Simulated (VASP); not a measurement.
A run of VASP 6.6.1:

Contents of INCAR:

```
SYSTEM = NaH8
  PREC = Accurate
  ENCUT = 520
  EDIFF = 1E-6
  ISMEAR = 0
  SIGMA = 0.1
  LREAL = .FALSE.
  LASPH = .TRUE.
  NELM = 80
  ALGO = Normal
  ISIF = 2
  LWAVE = .FALSE.
  LCHARG = .TRUE.
  GGA = PE
  LELF = .TRUE.
  LVHAR = .TRUE.
  NBANDS = 18
```

KPOINTS

```
Automatic mesh
0
G
  10 10 10
  0 0 0
```

File POSCAR:

```
NaH8
1.0
    3.9997210954      0.0000000000      0.0000000000
    0.0000000000      3.9997210954      0.0000000000
    0.0000000000      0.0000000000      3.9997210954
Na H
1 8
Direct
    0.0000000000      0.0000000000      0.0000000000
    0.6524573086      0.6524573086      0.6524573086
    0.3475426914      0.3475426914      0.6524573086
    0.3475426914      0.6524573086      0.3475426914
    0.6524573086      0.3475426914      0.3475426914
    0.6524573086      0.6524573086      0.3475426914
    0.3475426914      0.3475426914      0.3475426914
    0.6524573086      0.3475426914      0.6524573086
    0.3475426914      0.6524573086      0.6524573086
```

Potentials or basis: VASP PAW PBE potentials, release 64 (Na_pv, H).

Command:

```sh
$ cat potpaw_PBE.64/Na_pv/POTCAR potpaw_PBE.64/H/POTCAR > POTCAR
$ mpirun -np 1 vasp_std > vasp.out
```

Hardware: 1 thread of Intel(R) Xeon(R) Platinum 8259CL CPU @ 2.50GHz (Skylake/Cascade Lake) (shared host).

Task: Estimate the wall time of this run.

Result: It took 45 s on 1 thread of Intel(R) Xeon(R) Platinum 8259CL CPU @ 2.50GHz (Skylake/Cascade Lake), on a shared host, peak memory 0.19 GiB. Counts: scf iterations 13, k points 56.
